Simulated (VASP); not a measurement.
BaF2: single point with PBE

Crystal: BaF2.

```
Ba F
1.0
     0.00000    3.10005    3.10005
     3.10005    0.00000    3.10005
     3.10005    3.10005    0.00000
Ba F
1 2
Cartesian
  0.0000 0.0000 0.0000
  4.6501 4.6501 4.6501
  1.5500 1.5500 1.5500
```

```json
{
  "Program": "VASP 6.6.1",
  "Task": "single point",
  "Functional": "PBE",
  "Potentials or basis": "VASP PAW PBE potentials, release 64 (Ba_sv, F)",
  "Cutoff": "600 eV",
  "k mesh": "8 × 8 × 8",
  "Occupations": "gaussian, width 0.016 eV",
  "Spin": "no spin polarisation",
  "Dipole correction": "no",
  "Further INCAR settings": "ALGO = Normal; EDIFF = 1e-06; NBANDS = 19"
}
```

```
Pressure               : 2.3 GPa
Band gap on the k mesh : 6.76 eV (least direct gap 6.84 eV)
```

Levels at points of the mesh, in eV from the valence-band top:
```
           k point  band 10  band 11  band 12  band 13  band 14  band 15
(0.00, 0.00, 0.00)    -0.08    -0.08    -0.08     6.76     9.18     9.18
(0.50, 0.00, 0.00)    -0.35    -0.17    -0.17     9.10     9.17     9.17
(0.50, 0.50, 0.00)    -0.33    -0.33    -0.13     7.24     9.00    10.66
```

It took 53 s on 1 thread of Intel Xeon 8259CL, with other jobs on the host, peak memory 0.22 GiB.

Caveat: spin-orbit coupling is left out, which moves the levels of the heavy elements. PBE gaps usually lie below the measured ones, often by a third to a half.
